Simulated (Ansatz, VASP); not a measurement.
CaO in VASP and in Ansatz

File INCAR:

```
SYSTEM = CaO
PREC = Accurate
ENCUT = 520
EDIFF = 1E-6
ISMEAR = -1
SIGMA = 0.02
LREAL = .False.
LASPH = .True.
NELM = 80
ALGO = Normal
ISIF = 2
LWAVE = .False.
LCHARG = .True.
GGA = PE
LELF = .True.
LVHAR = .True.
NBANDS = 15
```

Contents of KPOINTS:

```
Automatic mesh
0
Gamma
  8 8 8
  0 0 0
```

File POSCAR:

```
CaO
1.0
    2.9454022684      0.0421933036      0.0421933036
    0.0421933036      2.9454022684      0.0421933036
    0.0421933036      0.0421933036      2.9454022684
Ca O
1 1
Direct
    0.0000000000      0.0000000000      0.0000000000
    0.5000000000      0.5000000000      0.5000000000
```

Input for Ansatz:

```yaml
crystal:
  lattice:
    - [2.9454022684, 0.0421933036, 0.0421933036]
    - [0.0421933036, 2.9454022684, 0.0421933036]
    - [0.0421933036, 0.0421933036, 2.9454022684]
  atoms:
    - { symbol: Ca, position: [0.0, 0.0, 0.0] }
    - { symbol: O, position: [0.5, 0.5, 0.5] }
kpoints:
  mp_grid: { grid: [8, 8, 8] }
  band_path:
    path:
      - [0.0, 0.0, 0.0]
      - [0.0, 0.5, 0.0]
      - [0.5, 0.5, 0.0]
      - [0.5, 0.5, 0.5]
      - [0.0, 0.5, 0.5]
    npoints: 1
hamiltonian:
  xc: pbe
scf:
  occupations: { method: fermi_dirac, width: 0.02 }
  n_extra_bands: 4
output:
  forces: true
  stress: true
  eigenvalues: true
  write_density: true
  write_potential: true
  elf: true
  volumetric_format: npy
```

Change from the starting cell: shear_111 strain +4.4%.

Alike in both runs: task single point; functional PBE; k mesh 8 × 8 × 8; occupations fermi-dirac, width 0.02 eV; no spin polarisation.

|  | VASP | Ansatz |
| --- | --- | --- |
| version | VASP 6.6.1 | Ansatz 0.2.0 |
| potentials or method | VASP PAW PBE potentials, release 64 (Ca_sv, O) | plane waves, PAW |
| plane-wave cutoff (eV) | 520 | 420 |
| valence electrons in the cell | 16 | 16 |

Ansatz gave:

| Item | Value |
| --- | --- |
| gap on the k mesh at the Fermi level (eV) | 2.81 |
| pressure (GPa) | -0.9 |
| traceless stress, the component that is largest in VASP (GPa) | 0.57 |

Problem. What did VASP give for the same quantities?

Solution. gap on the k mesh at the Fermi level (eV): 2.79; pressure (GPa): -0.4; traceless stress, the component that is largest in VASP (GPa): 0.54.

The functional is the same, so the differences come from potentials, cutoffs and numerics.
